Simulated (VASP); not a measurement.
Cr, 1 atom in the cell. It takes space group Pm-3m (No. 221, cubic). Conventional cell: a = 1.858 Å, b = 1.858 Å, c = 1.858 Å, α = 90.00°, β = 90.00°, γ = 90.00°. Cr (site symmetry m-3m) has 6 Cr at 1.86 Å within 2.5 Å.  This cell differs from its parent crystal: volume scaled by 0.5.

- Program: VASP 6.6.1
- Task: single point
- Functional: PBE
- Potentials or basis: VASP PAW PBE potentials, release 64 (Cr_pv)
- Cutoff: 520 eV
- k mesh: 16 × 16 × 16
- Occupations: fermi-dirac, width 0.05 eV
- Spin: collinear spin, ferromagnetic start
- Starting moments: [2.0] μB
- Dipole correction: no
- Further INCAR settings: ALGO = Normal; EDIFF = 1e-07; NBANDS = 16

Potentials or basis: VASP PAW PBE potentials, release 64 (Cr_pv).

Command:

```bash
$ cat potpaw_PBE.64/Cr_pv/POTCAR > POTCAR
$ mpirun -np 1 vasp_std > vasp.out
```

Hardware: 1 thread of AMD EPYC 9R45 (Zen 5), on a shared host.

Question: How long does it take, and how much memory?

Answer: Run time: 29 s on 1 thread of AMD EPYC 9R45 (Zen 5) (shared host), peak memory 0.1 GiB. Counts: scf iterations 16, k points 165.
